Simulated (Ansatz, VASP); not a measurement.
# One calculation of H, two programs

```
H
1.0
    10.00000    0.00000    0.00000
     0.00000   10.30000    0.00000
     0.00000    0.00000   10.60000
H
2
Direct
  0.50000 0.48544 0.43593
  0.50000 0.48544 0.50747
```

Alike in both runs: functional PBEsol; k mesh 1 × 1 × 1; occupations gaussian, width 0.01 eV; no spin polarisation.

Ansatz relaxed the structure, and its values are those at the end. VASP's run is a single point on that final structure, the one shown.

|  | VASP | Ansatz |
| --- | --- | --- |
| version | VASP 6.6.1 | Ansatz 0.2.0 |
| potentials or method | VASP PAW PBE potentials, release 64 (H) | scalar-relativistic, plane waves, PAW |
| plane-wave cutoff (eV) | 400 | 420 |
| valence electrons in the cell | 2 | 2 |

```tsv
	VASP	Ansatz	Ansatz less VASP
gap on the k mesh at the Fermi level (eV)	9.97	9.97	+0.001
rms of the force components (eV/Å)	0.016	0.000	-0.0159
```

VASP's potentials were made for PBE, not for PBEsol.
